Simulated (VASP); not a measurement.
# Al (Fm-3m) in VASP: notebook

The runs below take Al through single point, relaxation of volume and atoms at fixed shape, with r2SCAN.

All numbers are computed with VASP 6.6.1; they aren't measurements. Logs are shortened: lines on timing, memory, paths and dates and some standing lists are left out, and cuts for length are marked.

## Step 1: The cell of the first run

It takes space group Fm-3m (No. 225, cubic). The conventional cell has a = 3.990 Å, b = 3.990 Å, c = 3.990 Å, α = 90.00°, β = 90.00°, γ = 90.00°. Within 3.7 Å of Al (site symmetry m-3m) lie 12 Al at 2.82 Å.

## Step 2: Single point, r2SCAN

File POSCAR:

```
Al
1.0
    2.8213074127      0.0000000000      0.0000000000
    1.4106537064      2.4433238913      0.0000000000
    1.4106537064      0.8144412971      2.3035878562
Al
1
Direct
    0.0000000000      0.0000000000      0.0000000000
```

File INCAR.step1:

```
SYSTEM = Al
PREC = Accurate
ENCUT = 520
ISMEAR = 1
SIGMA = 0.1
LREAL = .False.
LASPH = .True.
NELM = 80
NBANDS = 8
GGA = PE
ALGO = Normal
EDIFF = 1E-4
LWAVE = .True.
LCHARG = .False.
```

File INCAR.step2:

```
SYSTEM = Al
PREC = Accurate
ENCUT = 520
EDIFF = 1E-6
ISMEAR = 1
SIGMA = 0.1
LREAL = .False.
LASPH = .True.
NELM = 80
ALGO = Normal
ISIF = 2
LWAVE = .False.
LCHARG = .False.
METAGGA = R2SCAN
LMIXTAU = .True.
NBANDS = 8
ISTART = 1
```

File KPOINTS:

```
regular mesh
0
Gamma
  7 7 7
  0 0 0
```

Potentials or basis: VASP PAW PBE potentials, release 64 (Al).

Run with:

```bash
$ cat potpaw_PBE.64/Al/POTCAR > POTCAR
$ cp INCAR.step1 INCAR
$ mpirun -np 1 vasp_std > vasp.out
$ cp INCAR.step2 INCAR
$ mpirun -np 1 vasp_std > vasp.out
```

OUTCAR:

```text
SYSTEM = Al
   PREC = Accurate
   ENCUT = 520
   EDIFF = 1E-6
   ISMEAR = 1
   LREAL = .False.
   LASPH = .True.
   NELM = 80
   ISIF = 2
   METAGGA = R2SCAN
   ISTART = 1

 ion  position               nearest neighbor table
   1  0.000  0.000  0.000-

  LATTYP: Found a face centered cubic cell.
 ALAT       =     3.9899312067

  Lattice vectors:

 A1 = (   2.8213074127,   0.0000000000,   0.0000000000)
 A2 = (   1.4106537064,   2.4433238913,   0.0000000000)
 A3 = (   1.4106537064,   0.8144412971,   2.3035878562)

Analysis of symmetry for initial positions (statically):
=====================================================================
 Subroutine PRICEL returns:
 Original cell was already a primitive cell.

 Routine SETGRP: Setting up the symmetry group for a
 face centered cubic supercell.

 Subroutine GETGRP returns: Found 48 space group operations
 (whereof 48 operations were pure point group operations)
 out of a pool of 48 trial point group operations.

The static configuration has the point symmetry O_h .

Analysis of symmetry for dynamics (positions and initial velocities):
=====================================================================
 Subroutine PRICEL returns:
 Original cell was already a primitive cell.

 Routine SETGRP: Setting up the symmetry group for a
 face centered cubic supercell.

 Subroutine GETGRP returns: Found 48 space group operations
 (whereof 48 operations were pure point group operations)
 out of a pool of 48 trial point group operations.

The dynamic configuration has the point symmetry O_h .

 Subroutine INISYM returns: Found 48 space group operations
 (whereof 48 operations are pure point group operations),
 and found     1 'primitive' translations

----------------------------------------------------------------------------------------

                                     Primitive cell

  volume of cell :      15.8795

  direct lattice vectors                    reciprocal lattice vectors
     2.821307413  0.000000000  0.000000000     0.354445600 -0.204639263 -0.144701810
     1.410653706  2.443323891  0.000000000     0.000000000  0.409278526 -0.144701810
     1.410653706  0.814441297  2.303587856     0.000000000  0.000000000  0.434105431

  length of vectors
     2.821307413  2.821307413  2.821307413     0.434105431  0.434105431  0.434105431

  position of ions in fractional coordinates (direct lattice)
     0.000000000  0.000000000  0.000000000

  ion indices of the primitive-cell ions
   primitive index   ion index
[... 70 lines left out ...]
   EDIFFG = 0.1E-04   stopping-criterion for IOM
   NSW    =      0    number of steps for IOM
   IBRION =     -1    ionic relax: 0-MD 1-quasi-New 2-CG
   NFREE  =      0    steps in history (QN), initial steepest desc. (CG)
   ISIF   =      2    stress and relaxation
   ISYM   =      2    0-nonsym 1-usesym 2-fastsym
   POTIM  = 0.5000    time-step for ionic-motion
   TEBEG  =    0.0;   TEEND  =   0.0 temperature during run
   PSTRESS=    0.0 pullay stress
   NELECT =       3.0000    total number of electrons
   NUPDOWN=      -1.0000    fix difference up-down
   EMIN   =  10.00;   EMAX   =-10.00  energy-range for DOS
   EFERMI =   0.00;   METHOD = LEGACY
   ISMEAR =     1;   SIGMA  =   0.10  broadening in eV -4-tet -1-fermi 0-gaus
   EFERMI_NEDOS =   21; number of points for ismear=-14 and -15
   IALGO  =     38    algorithm
   IMIX   =      4    mixing-type and parameters
     AMIX     =   0.40;   BMIX     =  1.00
     AMIX_MAG =   1.60;   BMIX_MAG =  1.00
  volume/ion in A,a.u.               =      15.88       107.16
  Fermi-wavevector in a.u.,A,eV,Ry     =   0.939370  1.775151 12.005988  0.882415
  Thomas-Fermi vector in A             =   2.066675
   LORBIT       =      0    0 simple, 1 ext, 2 COOP (PROOUT), +10 PAW based schemes
   METAGGA = R2SCAN    functional components
   LHFCALC =     F    Hartree Fock is set to
   AEXX    =    0.0000 exact exchange contribution
   IVDW    =     0    specifies the selected vdW correction
   LEPSILON=     F    determine dielectric tensor
   LRPA    =     F    only Hartree local field effects (RPA)
 non-spin polarized calculation
 Methfessel and Paxton  Order N= 1 SIGMA  =   0.10
  energy-cutoff  :      520.00
  volume of cell :       15.88
 maximum number of plane-waves:       444
 NGX is ok and might be reduce to    24
   NGX = 11   NGY = 11   NGZ = 11

 number of electron       3.0000000 magnetization

 Free energy of the ion-electron system (eV)
  ---------------------------------------------------
  ext. energy  EPLUGINS =         0.00000000
  ---------------------------------------------------
  free energy    TOTEN  =        -6.78997890 eV

  energy without entropy =       -6.78907249  energy(sigma->0) =       -6.78967676

 E-fermi :   8.5051     XC(G=0): -11.0439

 val. band max:        8.4900339525   @ k =  -0.2857   0.2857   0.0000
 cond. band min:       8.7796795212   @ k =  -0.2857   0.4286   0.1429
 fundamental gap:      0.2896455687
 Fermi energy:         8.5050767773

 k-point     1 :       0.0000    0.0000    0.0000
  band No.  band energies     occupation
      1      -3.6859      2.00000
      2      21.9593      0.00000
      3      21.9593      0.00000
      4      21.9593      0.00000
      5      24.1747      0.00000
      6      24.1747      0.00000
      7      24.1747      0.00000
      8      26.0683      0.00000
[... 199 lines left out ...]
 k-point    20 :      -0.2857    0.4286    0.1429
  band No.  band energies     occupation
      1       6.3164      2.00000
      2       7.0123      2.00000
      3       8.7797     -0.00072
      4      12.1864      0.00000
      5      22.2792      0.00000
      6      27.2267      0.00000
      7      27.6600      0.00000
      8      29.6372      0.00000

------------------------ aborting loop because EDIFF is reached ----------------------------------------

  FORCE on cell =-STRESS in cart. coord.  units (eV):
  Direction    XX          YY          ZZ          XY          YZ          ZX
  --------------------------------------------------------------------------------------
  -------------------------------------------------------------------------------------
  Total       -0.0326617     -0.0326617     -0.0326617     -0.0000000      0.0000000     -0.0000000
  in kB       -3.2954355     -3.2954355     -3.2954355     -0.0000000      0.0000000     -0.0000000
  external PRESSURE =      -3.2954355 kB  Pullay stress =       0.0000000 kB

 VOLUME and BASIS-vectors are now :
 -----------------------------------------------------------------------------
  energy-cutoff  :      520.00
  volume of cell :       15.88
      direct lattice vectors                 reciprocal lattice vectors
     2.821307413  0.000000000  0.000000000     0.354445600 -0.204639263 -0.144701810
     1.410653706  2.443323891  0.000000000     0.000000000  0.409278526 -0.144701810
     1.410653706  0.814441297  2.303587856     0.000000000  0.000000000  0.434105431

 POSITION                                       TOTAL-FORCE (eV/Angst)
 -----------------------------------------------------------------------------------
      0.00000      0.00000      0.00000         0.000000      0.000000      0.000000
 -----------------------------------------------------------------------------------
    total drift:                                0.000000     -0.000000     -0.000000

  FREE ENERGIE OF THE ION-ELECTRON SYSTEM (eV)
  ---------------------------------------------------
  free  energy   TOTEN  =        -6.7899788991 eV

  energy  without entropy=       -6.7890724868  energy(sigma->0) =       -6.78967676
```

OUTCAR.step1:

```text
SYSTEM = Al
   PREC = Accurate
   ENCUT = 520
   ISMEAR = 1
   LREAL = .False.
   LASPH = .True.
   NELM = 80
[... 430 lines left out ...]
 -----------------------------------------------------------------------------------
      0.00000      0.00000      0.00000        -0.000000      0.000000      0.000000
 -----------------------------------------------------------------------------------
    total drift:                               -0.000000     -0.000000     -0.000000

  FREE ENERGIE OF THE ION-ELECTRON SYSTEM (eV)
  ---------------------------------------------------
  free  energy   TOTEN  =        -3.7881895950 eV

  energy  without entropy=       -3.7881348390  energy(sigma->0) =       -3.78817134
```

OSZICAR.step1:

```text
N       E                     dE             d eps       ncg     rms          rms(c)
DAV:   1    -0.182960946032E+01   -0.18296E+01   -0.81673E+02   320   0.205E+02
DAV:   2    -0.380316335642E+01   -0.19736E+01   -0.17971E+01   448   0.213E+01
DAV:   3    -0.381102927529E+01   -0.78659E-02   -0.78664E-02   448   0.162E+00
DAV:   4    -0.381104449738E+01   -0.15222E-04   -0.15222E-04   464   0.603E-02
DAV:   5    -0.381104454884E+01   -0.51462E-07   -0.52403E-07   440   0.211E-03    0.139E+00
DAV:   6    -0.379794473520E+01    0.13100E-01   -0.13607E-03   440   0.181E-01    0.813E-01
DAV:   7    -0.378819195466E+01    0.97528E-02   -0.42415E-03   416   0.297E-01    0.156E-01
DAV:   8    -0.378818959502E+01    0.23596E-05   -0.11053E-05   392   0.237E-02
   1 F= -.37881896E+01 E0= -.37881713E+01  d E =-.547561E-04
```

Wall time 14 s (1 thread of Intel Xeon Platinum 8488C (Sapphire Rapids), shared host); peak memory 0.13 GiB.

Results:

| Property | Result |
| --- | --- |
| Free energy | -6.7900 eV |
| Pressure | -0.3 GPa |
| Band gap on the k mesh | zero (an odd number of electrons rules out a gap without spin polarisation) |

Caveat: the k points lie up to 0.39 Å⁻¹ apart, too coarse for converged energies and pressures of a metal; the PAW data sets were made with another functional, which shifts forces and pressure a little.

## Step 3: Relaxation of volume and atoms at fixed shape, r2SCAN

This run uses another cell than the first one, of 16.60 Å³/atom.

File POSCAR:

```
Al
1.0
    2.8635070000      0.0000000000      0.0000000000
    1.4317535000      2.4798698059      0.0000000000
    1.4317535000      0.8266232686      2.3380436750
Al
1
Direct
    0.0000000000      0.0000000000      0.0000000000
```

File INCAR.step1:

```
PREC = Accurate
ENCUT = 600
ISMEAR = 1
SIGMA = 0.1
LREAL = F
LASPH = T
NELM = 100
GGA = PE
ALGO = Normal
EDIFF = 1E-4
LWAVE = T
LCHARG = F
```

File INCAR.step2:

```
PREC = Accurate
ENCUT = 600
EDIFF = 1E-6
ISMEAR = 1
SIGMA = 0.1
LREAL = F
LASPH = T
NELM = 100
ALGO = Normal
ISIF = 8
LWAVE = F
LCHARG = F
METAGGA = R2SCAN
LMIXTAU = T
IBRION = 2
NSW = 80
EDIFFG = -0.03
ISTART = 1
```

File KPOINTS:

```
Automatic mesh
0
Gamma
  7 7 7
```

Potentials or basis: VASP PAW PBE potentials, release 64 (Al).

Run with:

```bash
$ cat potpaw_PBE.64/Al/POTCAR > POTCAR
$ cp INCAR.step1 INCAR
$ mpirun -np 1 vasp_std > vasp.out
$ cp INCAR.step2 INCAR
$ mpirun -np 1 vasp_std > vasp.out
```

Wall time 26 s (1 thread of Intel Xeon Platinum 8488C (Sapphire Rapids), shared host); peak memory 0.14 GiB.

It converged, with:

```yaml
Free_energy: -6.7900 eV
Relaxed_volume: 15.82 Å³/atom
Relaxed_cell: a = 2.818 Å, b = 2.818 Å, c = 2.818 Å, α = 60.00°, β = 60.00°, γ = 60.00°
Space_group_after_relaxing_to_0.1_Å: Fm-3m (No. 225)
Energy_gained_by_relaxing: 10.9 meV/atom
Ionic_steps: 3
Pressure_after_relaxing: 0.0 GPa
Band_gap_on_the_k_mesh: zero (an odd number of electrons rules out a gap without spin polarisation)
```

The path:
```csv
step,energy change (eV),largest force (eV/Å),pressure (GPa),volume (Å³)
1,0.0000,0.0000,-4.26,16.60
2,-0.0097,0.0000,1.66,15.57
3,-0.0109,0.0000,0.03,15.82
```

Final structure:
```
Al
1.0
     2.81760    0.00000    0.00000
     1.40880    2.44011    0.00000
     1.40880    0.81337    2.30056
Al
1
Cartesian
  0.0000 0.0000 0.0000
```

Levels at points of the mesh, in eV from the Fermi level:
```csv
k point,band 1,band 2,band 3,band 4
"(0.00, 0.00, 0.00)",-12.22,13.48,13.48,13.48
```

Caveat: the k points lie up to 0.39 Å⁻¹ apart in the final cell, too coarse for converged energies and pressures of a metal; the PAW data sets were made with another functional, which shifts forces and pressure a little.
